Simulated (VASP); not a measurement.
Input of a VASP 6.6.1 run:

The input INCAR:

```
SYSTEM = BP
PREC = Accurate ; ENCUT = 500
EDIFF = 1E-7 ; ISMEAR = 0
SIGMA = 0.01 ; LREAL = .FALSE.
LASPH = .TRUE. ; NELM = 120
ALGO = Normal ; ISIF = 3
LWAVE = .FALSE. ; LCHARG = .FALSE.
GGA = PE ; IBRION = 2
NSW = 80 ; EDIFFG = -0.02
PSTRESS = 50.0 ; GGA_COMPAT = .FALSE.
NELMIN = 4
```

The input KPOINTS:

```
Automatic mesh
0
G
  8 8 8
  0 0 0
```

The input POSCAR:

```
BP
1.0
    0.0000000000      2.2690000000      2.2690000000
    2.2690000000      0.0000000000      2.2690000000
    2.2690000000      2.2690000000      0.0000000000
B P
1 1
Direct
    0.0000000000      0.0000000000      0.0000000000
    0.7500000000      0.7500000000      0.7500000000
```

Potentials or basis: VASP PAW PBE potentials, release 64 (B, P).

Launch:

```console
$ cat potpaw_PBE.64/B/POTCAR potpaw_PBE.64/P/POTCAR > POTCAR
$ mpirun -np 1 vasp_std > vasp.out
```

Question: What does it give for the band gap on the k mesh?

Answer: 1.24 eV (least direct gap 3.44 eV).

Question: What does it give for the relaxed volume?

Answer: 11.41 Å³/atom.

Question: What does it give for the space group after relaxing (to 0.1 Å)?

Answer: F-43m (No. 216).

Question: Estimate the relaxed cell.

Answer: a = 3.184 Å, b = 3.184 Å, c = 3.184 Å, α = 60.00°, β = 60.00°, γ = 60.00°.

The path:
```
step  energy change (eV)  largest force (eV/Å)  pressure (GPa)  volume (Å³)
   1              0.0000                0.0000            0.92        23.36
   2              0.0289                0.0000            8.70        22.37
   3              0.0099                0.0000            5.00        22.82
```

Caveat: the cell is relaxed towards a set pressure, so the run minimises the enthalpy, not the energy. A k mesh can miss the band edges.
